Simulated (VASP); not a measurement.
A run of VASP 6.6.1 is set up as follows.

POSCAR

```
Hf3N2
1.0
    1.5994260774      0.9234290764      7.7548432223
   -1.5994260774      0.9234290764      7.7548432223
    0.0000000000     -1.8468581527      7.7548432223
Hf N
3 2
Direct
    0.7794186600      0.7794186600      0.7794186600
    0.2205813400      0.2205813400      0.2205813400
    0.0000000000      0.0000000000      0.0000000000
    0.6119155300      0.6119155300      0.6119155300
    0.3880844700      0.3880844700      0.3880844700
```

The input INCAR.step1:

```
PREC     = Accurate       # precision mode
ENCUT    = 520            # plane-wave cutoff, eV
ISMEAR   = 0              # smearing method
SIGMA    = 0.1            # smearing width, eV
LREAL    = F              # projectors in reciprocal space
LASPH    = T              # aspherical terms in the spheres
NELM     = 80             # most SCF steps
NBANDS   = 28             # bands
GGA      = PE             # functional
ALGO     = Normal         # electronic algorithm
EDIFF    = 1E-4           # SCF threshold, eV
LWAVE    = T              # write WAVECAR
LCHARG   = F              # write CHGCAR
LUSENCCL = F
```

Contents of INCAR.step2:

```
PREC     = Accurate       # precision mode
ENCUT    = 520            # plane-wave cutoff, eV
EDIFF    = 1E-6           # SCF threshold, eV
ISMEAR   = 0              # smearing method
SIGMA    = 0.1            # smearing width, eV
LREAL    = F              # projectors in reciprocal space
LASPH    = T              # aspherical terms in the spheres
NELM     = 80             # most SCF steps
ALGO     = Normal         # electronic algorithm
ISIF     = 2              # what is computed and relaxed
LWAVE    = F              # write WAVECAR
LCHARG   = F              # write CHGCAR
METAGGA  = R2SCAN         # meta-GGA
LMIXTAU  = T            
NBANDS   = 28             # bands
ISTART   = 1            
LUSENCCL = F
```

File KPOINTS:

```
regular mesh
0
Gamma
  12 12 12
```

Potentials or basis: VASP PAW PBE potentials, release 64 (Hf_pv, N).

Command:

```sh
$ cat potpaw_PBE.64/Hf_pv/POTCAR potpaw_PBE.64/N/POTCAR > POTCAR
$ cp INCAR.step1 INCAR
$ mpirun -np 1 vasp_std > vasp.out
$ cp INCAR.step2 INCAR
$ mpirun -np 1 vasp_std > vasp.out
```

Task: Predict the largest force.

Result: 0.074 eV/Å.

Task: Estimate the pressure.

Result: 0.1 GPa.

Task: Estimate the band gap on the k mesh.

Result: Zero (bands 20 and 21 overlap by 1.30 eV).

Forces in eV/Å, atoms in the order of the input:
```
Hf   0.000  0.000  0.060
Hf   0.000  0.000 -0.060
Hf   0.000  0.000  0.000
N    0.000  0.000  0.074
N    0.000  0.000 -0.074
```

Caveat: the PAW data sets were made with another functional, which shifts forces and pressure a little; spin-orbit coupling is left out, which moves the levels of the heavy elements.
